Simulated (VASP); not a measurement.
# ZrH6 (P4/mmm) in VASP: further runs

Runs on ZrH6. Level: PBE. Tasks: relaxation of cell and atoms, single point.

All numbers are computed with VASP 6.6.1; they aren't measurements. Logs are shortened: lines on timing, memory, paths and dates and some standing lists are left out, and cuts for length are marked.

**1. The cell of the first run**

It takes space group P4/mmm (No. 123, tetragonal). Conventional cell: a = 3.390 Å, b = 3.390 Å, c = 7.580 Å, α = 90.00°, β = 90.00°, γ = 90.00°. Zr (site symmetry 4/mmm) has 8 H at 2.02 Å within 2.7 Å. Within 2.7 Å of H (site symmetry 2mm) lie 2 Zr at 2.02 Å and 5 H at 2.21 to 2.40 Å. Within 1.0 Å of H (site symmetry 4mm) lie 1 H at 0.75 Å.

The cell was built from a structure type or drawn by symmetry, and may not be a known phase.

**2. Relaxation of cell and atoms, PBE**

Input file INCAR:

```
SYSTEM = ZrH6
PREC = Accurate ; ENCUT = 600
EDIFF = 1E-6 ; ISMEAR = 0
SIGMA = 0.1 ; LREAL = .False.
LASPH = .True. ; NELM = 100
ALGO = Normal ; ISIF = 3
LWAVE = .False. ; LCHARG = .False.
GGA = PE ; IBRION = 2
NSW = 100 ; EDIFFG = -0.01
```

Input file KPOINTS:

```
Automatic mesh
0
Gamma
  12 12 6
  0 0 0
```

Input file POSCAR:

```
ZrH6
1.0
    3.3900169833      0.0000000000      0.0000000000
    0.0000000000      3.3900169833      0.0000000000
    0.0000000000      0.0000000000      7.5802260855
Zr H
1 6
Direct
    0.5000000000      0.5000000000      0.5000000000
    0.0000000000      0.5000000000      0.6454801934
    0.5000000000      0.0000000000      0.6454801934
    0.0000000000      0.5000000000      0.3545198066
    0.5000000000      0.0000000000      0.3545198066
    0.5000000000      0.5000000000      0.9505075293
    0.5000000000      0.5000000000      0.0494924707
```

Potentials or basis: VASP PAW PBE potentials, release 64 (Zr_sv, H).

Run with:

```sh
$ cat potpaw_PBE.64/Zr_sv/POTCAR potpaw_PBE.64/H/POTCAR > POTCAR
$ mpirun -np 1 vasp_std > vasp.out
```

OUTCAR:

```text
SYSTEM = ZrH6
   PREC = Accurate
   ENCUT = 600
   EDIFF = 1E-6
   ISMEAR = 0
   LREAL = .False.
   LASPH = .True.
   NELM = 100
   ISIF = 3
   GGA = PE
   IBRION = 2
   NSW = 100
   EDIFFG = -0.01

 ion  position               nearest neighbor table
   1  0.500  0.500  0.500-   2 2.02   3 2.02   4 2.02   5 2.02   3 2.02   5 2.02   2 2.02   4 2.02

   2  0.000  0.500  0.645-   1 2.02   1 2.02
   3  0.500  0.000  0.645-   1 2.02   1 2.02
   4  0.000  0.500  0.355-   1 2.02   1 2.02
   5  0.500  0.000  0.355-   1 2.02   1 2.02
   6  0.500  0.500  0.951-   7 0.75
   7  0.500  0.500  0.049-   6 0.75

  LATTYP: Found a simple tetragonal cell.
 ALAT       =     3.3900169833
 C/A-ratio  =     2.2360436903

  Lattice vectors:

 A1 = (   3.3900169833,   0.0000000000,   0.0000000000)
 A2 = (   0.0000000000,   3.3900169833,   0.0000000000)
 A3 = (   0.0000000000,   0.0000000000,   7.5802260855)

Analysis of symmetry for initial positions (statically):
=====================================================================
 Subroutine PRICEL returns:
 Original cell was already a primitive cell.

 Routine SETGRP: Setting up the symmetry group for a
 simple tetragonal supercell.

 Subroutine GETGRP returns: Found 16 space group operations
 (whereof 16 operations were pure point group operations)
 out of a pool of 16 trial point group operations.

The static configuration has the point symmetry D_4h.

Analysis of symmetry for dynamics (positions and initial velocities):
=====================================================================
 Subroutine PRICEL returns:
 Original cell was already a primitive cell.

 Routine SETGRP: Setting up the symmetry group for a
 simple tetragonal supercell.

 Subroutine GETGRP returns: Found 16 space group operations
 (whereof 16 operations were pure point group operations)
 out of a pool of 16 trial point group operations.

The dynamic configuration has the point symmetry D_4h.

 Subroutine INISYM returns: Found 16 space group operations
 (whereof 16 operations are pure point group operations),
 and found     1 'primitive' translations

----------------------------------------------------------------------------------------

                                     Primitive cell

  volume of cell :      87.1136

  direct lattice vectors                    reciprocal lattice vectors
     3.390016983  0.000000000  0.000000000     0.294983773  0.000000000  0.000000000
     0.000000000  3.390016983  0.000000000     0.000000000  0.294983773  0.000000000
     0.000000000  0.000000000  7.580226085     0.000000000  0.000000000  0.131922187

  length of vectors
     3.390016983  3.390016983  7.580226085     0.294983773  0.294983773  0.131922187

  position of ions in fractional coordinates (direct lattice)
     0.500000000  0.500000000  0.500000000
     0.000000000  0.500000000  0.645480193
     0.500000000  0.000000000  0.645480193
     0.000000000  0.500000000  0.354519807
     0.500000000  0.000000000  0.354519807
     0.500000000  0.500000000  0.950507529
     0.500000000  0.500000000  0.049492471

  ion indices of the primitive-cell ions
   primitive index   ion index
                 1           1
                 2           2
                 3           3
                 4           4
                 5           5
                 6           6
                 7           7

----------------------------------------------------------------------------------------

 KPOINTS: Automatic mesh

Automatic generation of k-mesh.
 Grid dimensions read from file:
 generate k-points for:   12   12    6

 Generating k-lattice:

  Cartesian coordinates                     Fractional coordinates (reciprocal lattice)
     0.024581981  0.000000000  0.000000000     0.083333333  0.000000000  0.000000000
     0.000000000  0.024581981  0.000000000     0.000000000  0.083333333  0.000000000
     0.000000000  0.000000000  0.021987031     0.000000000  0.000000000  0.166666667

  Length of vectors
     0.024581981  0.024581981  0.021987031

  Shift w.r.t. Gamma in fractional coordinates (k-lattice)
     0.000000000  0.000000000  0.000000000

 Subroutine IBZKPT returns following result:
 ===========================================

 Found    112 irreducible k-points:

 Following reciprocal coordinates:
            Coordinates               Weight
  0.000000  0.000000  0.000000      1.000000
  0.083333  0.000000  0.000000      4.000000
  0.166667  0.000000  0.000000      4.000000
  0.250000  0.000000  0.000000      4.000000
  0.333333  0.000000  0.000000      4.000000
  0.416667  0.000000  0.000000      4.000000
[... 16 lines left out ...]
  0.333333  0.333333  0.000000      4.000000
  0.416667  0.333333  0.000000      8.000000
 [... further k-points ...]
   k-points           NKPTS =    112   k-points in BZ     NKDIM =    112   number of bands    NBANDS=     13
   number of dos      NEDOS =    301   number of ions     NIONS =      7
   total plane-waves  NPLWV =  50176
   dimension x,y,z NGX =    28 NGY =   28 NGZ =   64
   dimension x,y,z NGXF=    56 NGYF=   56 NGZF=  128
   ions per type =               1   6
   NGX,Y,Z   is equivalent  to a cutoff of  13.73, 13.73, 14.04 a.u.
   NGXF,Y,Z  is equivalent  to a cutoff of  27.46, 27.46, 28.07 a.u.
 SYSTEM =  ZrH6
   PREC   = accura    normal or accurate (medium, high low for compatibility)
   ISTART =      0    job   : 0-new  1-cont  2-samecut
   ICHARG =      2    charge: 1-file 2-atom 10-const
   ISPIN  =      1    spin polarized calculation?
   LNONCOLLINEAR =      F non collinear calculations
   LSORBIT =      F    spin-orbit coupling
   LASPH  =      T    aspherical Exc in radial PAW
   ENCUT  =  600.0 eV  44.10 Ry    6.64 a.u.   6.77  6.77 15.14*2*pi/ulx,y,z
   NELM   =    100;   NELMIN=  2; NELMDL= -5     # of ELM steps
   EDIFF  = 0.1E-05   stopping-criterion for ELM
   LREAL  =      F    real-space projection
   EDIFFG = -.1E-01   stopping-criterion for IOM
   NSW    =    100    number of steps for IOM
   IBRION =      2    ionic relax: 0-MD 1-quasi-New 2-CG
   NFREE  =      1    steps in history (QN), initial steepest desc. (CG)
   ISIF   =      3    stress and relaxation
   ISYM   =      2    0-nonsym 1-usesym 2-fastsym
   POTIM  = 0.5000    time-step for ionic-motion
   TEBEG  =    0.0;   TEEND  =   0.0 temperature during run
   PSTRESS=    0.0 pullay stress
   NELECT =      18.0000    total number of electrons
   NUPDOWN=      -1.0000    fix difference up-down
   EMIN   =  10.00;   EMAX   =-10.00  energy-range for DOS
   EFERMI =   0.00;   METHOD = LEGACY
   ISMEAR =     0;   SIGMA  =   0.10  broadening in eV -4-tet -1-fermi 0-gaus
   EFERMI_NEDOS =   21; number of points for ismear=-14 and -15
   IALGO  =     38    algorithm
   IMIX   =      4    mixing-type and parameters
     AMIX     =   0.40;   BMIX     =  1.00
     AMIX_MAG =   1.60;   BMIX_MAG =  1.00
  volume/ion in A,a.u.               =      12.44        83.98
  Fermi-wavevector in a.u.,A,eV,Ry     =   0.967840  1.828953 12.744779  0.936715
  Thomas-Fermi vector in A             =   2.097760
   LORBIT       =      0    0 simple, 1 ext, 2 COOP (PROOUT), +10 PAW based schemes
   GGA     = PE    functional components
   LHFCALC =     F    Hartree Fock is set to
   AEXX    =    0.0000 exact exchange contribution
   IVDW    =     0    specifies the selected vdW correction
   LEPSILON=     F    determine dielectric tensor
   LRPA    =     F    only Hartree local field effects (RPA)
 conjugate gradient relaxation of ions
 non-spin polarized calculation
 Gauss-broadening in eV      SIGMA  =   0.10
  energy-cutoff  :      600.00
  volume of cell :       87.11
 maximum number of plane-waves:      2952
 NGX is ok and might be reduce to    28
   NGX = 13   NGY = 13   NGZ = 31

--------------------------------------- Ionic step        1  -------------------------------------------

 number of electron      17.9999999 magnetization

 Free energy of the ion-electron system (eV)
  ---------------------------------------------------
  ext. energy  EPLUGINS =         0.00000000
  ---------------------------------------------------
  free energy    TOTEN  =       -28.59057604 eV

  energy without entropy =      -28.58650769  energy(sigma->0) =      -28.58854186

------------------------ aborting loop because EDIFF is reached ----------------------------------------

  FORCE on cell =-STRESS in cart. coord.  units (eV):
  Direction    XX          YY          ZZ          XY          YZ          ZX
  --------------------------------------------------------------------------------------
  -------------------------------------------------------------------------------------
  Total       -0.0164742     -0.0164742      0.1784446      0.0000000      0.0000000      0.0000000
  in kB       -0.3029911     -0.3029911      3.2819213      0.0000000      0.0000000      0.0000000
  external PRESSURE =       0.8919797 kB  Pullay stress =       0.0000000 kB
[... 104 lines left out ...]
  FREE ENERGIE OF THE ION-ELECTRON SYSTEM (eV)
  ---------------------------------------------------
  free  energy   TOTEN  =       -28.5907930733 eV

  energy  without entropy=      -28.5867164922  energy(sigma->0) =      -28.58875478

[... ionic steps 4 to 18 ...]

--------------------------------------- Ionic step       19  -------------------------------------------

 number of electron      17.9999999 magnetization

------------------------ aborting loop because EDIFF is reached ----------------------------------------
[... 77 lines left out ...]
--------------------------------------- Ionic step       21  -------------------------------------------

 number of electron      17.9999999 magnetization

 Free energy of the ion-electron system (eV)
  ---------------------------------------------------
  ext. energy  EPLUGINS =         0.00000000
  ---------------------------------------------------
  free energy    TOTEN  =       -28.59574209 eV

  energy without entropy =      -28.59168434  energy(sigma->0) =      -28.59371322

 E-fermi :  -0.9343     XC(G=0):  -6.7468

 val. band max:       -0.9484705121   @ k =   0.5000   0.3333   0.5000
 cond. band min:      -0.8727931845   @ k =   0.4167   0.3333   0.5000
 fundamental gap:      0.0756773277
 Fermi energy:        -0.9343228420

 k-point     1 :       0.0000    0.0000    0.0000
  band No.  band energies     occupation
      1     -49.9431      2.00000
      2     -28.0422      2.00000
      3     -27.7261      2.00000
      4     -27.7261      2.00000
      5      -7.3380      2.00000
      6      -5.9805      2.00000
      7      -4.7489      2.00000
      8      -3.9505      2.00000
      9      -0.2627      0.00000
     10       0.7358      0.00000
     11       1.3307      0.00000
     12       1.3307      0.00000
     13       2.8560      0.00000
[... 354 lines left out ...]
  band No.  band energies     occupation
      1     -49.8998      2.00000
      2     -28.0344      2.00000
      3     -27.9660      2.00000
      4     -27.9562      2.00000
      5      -5.4459      2.00000
      6      -4.2219      2.00000
      7      -3.8519      2.00000
      8      -3.7027      2.00000
      9      -3.1196      2.00000
     10      -0.8701      0.36410
     11       1.2548      0.00000
     12       3.8048      0.00000
     13       4.3314      0.00000

 [... further k-points ...]

------------------------ aborting loop because EDIFF is reached ----------------------------------------

  FORCE on cell =-STRESS in cart. coord.  units (eV):
  Direction    XX          YY          ZZ          XY          YZ          ZX
  --------------------------------------------------------------------------------------
  -------------------------------------------------------------------------------------
  Total        0.0224840      0.0224840     -0.0022769      0.0000000      0.0000000      0.0000000
  in kB        0.3861797      0.3861797     -0.0391077      0.0000000      0.0000000      0.0000000
  external PRESSURE =       0.2444172 kB  Pullay stress =       0.0000000 kB
[... 22 lines left out ...]
  FREE ENERGIE OF THE ION-ELECTRON SYSTEM (eV)
  ---------------------------------------------------
  free  energy   TOTEN  =       -28.5957420883 eV

  energy  without entropy=      -28.5916843436  energy(sigma->0) =      -28.59371322

 reached required accuracy - stopping structural energy minimisation
```

Wall time 28 min (1 thread of Intel Xeon Platinum 8259CL at 2.50GHz (Skylake/Cascade Lake), shared host); peak memory 0.34 GiB.

Results:

```
Free energy                           : -28.5957 eV
Relaxed volume                        : 13.33 Å³/atom
Relaxed cell                          : a = 3.386 Å, b = 3.386 Å, c = 8.136 Å, α = 90.00°, β = 90.00°, γ = 90.00°
Space group after relaxing (to 0.1 Å) : P4/mmm (No. 123)
Energy gained by relaxing             : 0.7 meV/atom
Ionic steps                           : 21
Pressure after relaxing               : 0.0 GPa
Largest force after relaxing          : 0.009 eV/Å
Band gap on the k mesh                : zero (bands 9 and 10 overlap by 1.51 eV)
```

Forces on the atoms (eV/Å):
```
Zr   0.000  0.000  0.000
H    0.000  0.000 -0.001
H    0.000  0.000 -0.001
H    0.000  0.000  0.001
H    0.000  0.000  0.001
H    0.000  0.000  0.009
H    0.000  0.000 -0.009
```

Step by step:
```csv
step,energy change (eV),largest force (eV/Å),pressure (GPa),volume (Å³)
1,0.0000,0.0068,0.09,87.11
2,-0.0002,0.0447,0.03,87.20
3,-0.0002,0.0865,-0.02,87.27
4,-0.0003,0.0772,-0.01,87.30
5,-0.0004,0.0490,-0.03,87.36
6,-0.0005,0.0279,-0.05,87.50
7,-0.0006,0.0275,-0.03,87.50
8,-0.0007,0.0261,0.00,87.52
9,-0.0009,0.0227,0.06,87.54
10,-0.0011,0.0163,0.19,87.59
11,-0.0012,0.0161,0.18,87.68
12,-0.0015,0.0155,0.17,87.92
13,-0.0022,0.0143,0.15,88.40
14,-0.0033,0.0111,0.10,89.37
15,-0.0046,0.0105,0.00,91.31
16,-0.0042,0.0789,-0.09,95.22
17,-0.0049,0.0500,0.00,92.87
18,-0.0041,0.2513,-0.15,93.49
19,-0.0050,0.0208,-0.04,93.01
20,-0.0051,0.0164,-0.02,93.11
21,-0.0052,0.0087,0.02,93.28
```

Final structure:
```
Zr H
1.0
     3.38607    0.00000    0.00000
     0.00000    3.38607    0.00000
     0.00000    0.00000    8.13581
Zr H
1 6
Direct
  0.50000 0.50000 0.50000
  0.00000 0.50000 0.63601
  0.50000 0.00000 0.63601
  0.00000 0.50000 0.36399
  0.50000 0.00000 0.36399
  0.50000 0.50000 0.95389
  0.50000 0.50000 0.04611
```

Levels at points of the mesh, in eV from the Fermi level:
| k point | band 6 | band 7 | band 8 | band 9 | band 10 | band 11 | band 12 | band 13 |
| --- | --- | --- | --- | --- | --- | --- | --- | --- |
| (0.00, 0.00, 0.00) | -5.05 | -3.81 | -3.02 | 0.67 | 1.67 | 2.27 | 2.27 | 3.79 |
| (0.50, 0.00, 0.00) | -4.48 | -3.69 | -2.72 | -0.85 | 1.40 | 2.19 | 2.56 | 5.16 |
| (0.50, 0.50, 0.00) | -3.20 | -3.20 | -1.77 | -1.77 | -0.78 | 2.29 | 4.42 | 6.68 |
| (0.00, 0.00, 0.50) | -5.20 | -3.81 | -2.83 | 0.49 | 1.67 | 2.26 | 2.26 | 3.79 |
| (0.50, 0.00, 0.50) | -4.68 | -3.70 | -2.71 | -0.76 | 1.27 | 2.19 | 2.56 | 5.12 |
| (0.50, 0.50, 0.50) | -3.21 | -3.21 | -1.77 | -1.77 | -0.78 | 2.19 | 4.42 | 7.27 |

(Part 1 of 2 ends here.)
